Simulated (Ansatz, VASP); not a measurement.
SiC in VASP and in Ansatz

```
CELL_PARAMETERS angstrom
3.09500 0.00000 0.00000
-1.54750 2.68035 0.00000
0.00000 0.00000 15.17000
ATOMIC_POSITIONS crystal
Si 0.66667 0.33333 0.45830
Si 0.33333 0.66667 0.95830
Si 0.66667 0.33333 0.79170
Si 0.33333 0.66667 0.29170
Si 0.00000 0.00000 0.62500
Si 0.00000 0.00000 0.12500
C 0.66667 0.33333 0.33330
C 0.33333 0.66667 0.83330
C 0.66667 0.33333 0.66670
C 0.33333 0.66667 0.16670
C 0.00000 0.00000 0.50000
C 0.00000 0.00000 0.00000
```

Alike in both runs: functional LDA; k mesh 10 × 10 × 2; occupations fermi-dirac, width 0.05 eV; no spin polarisation.

|  | VASP | Ansatz |
| --- | --- | --- |
| version | VASP 6.6.1 | Ansatz 0.2.0 |
| potentials or method | VASP PAW LDA potentials, release 64 (Si, C) | JTH PAW LDA |
| plane-wave cutoff (eV) | 520 | 780 |
| valence electrons in the cell | 48 | 48 |
| task | single point | band structure |

|  | VASP | Ansatz | Ansatz less VASP |
| --- | --- | --- | --- |
| gap on the k mesh at the Fermi level (eV) | 1.97 | 1.98 | +0.011 |
| least direct gap on the mesh (eV) | 3.06 | 3.09 | +0.027 |
| pressure (GPa) | -6.9 | -7.6 | -0.66 |
| traceless stress, the component that is largest in VASP (GPa) | 0.53 | 0.54 | +0.005 |
| rms of the force components (eV/Å) | 0.039 | 0.039 | +0.0001 |

LDA's correlation is that of Perdew and Zunger in VASP and of Perdew and Wang (1992) in Ansatz. Atom by atom the forces differ by 0.001 eV/Å (rms over components).
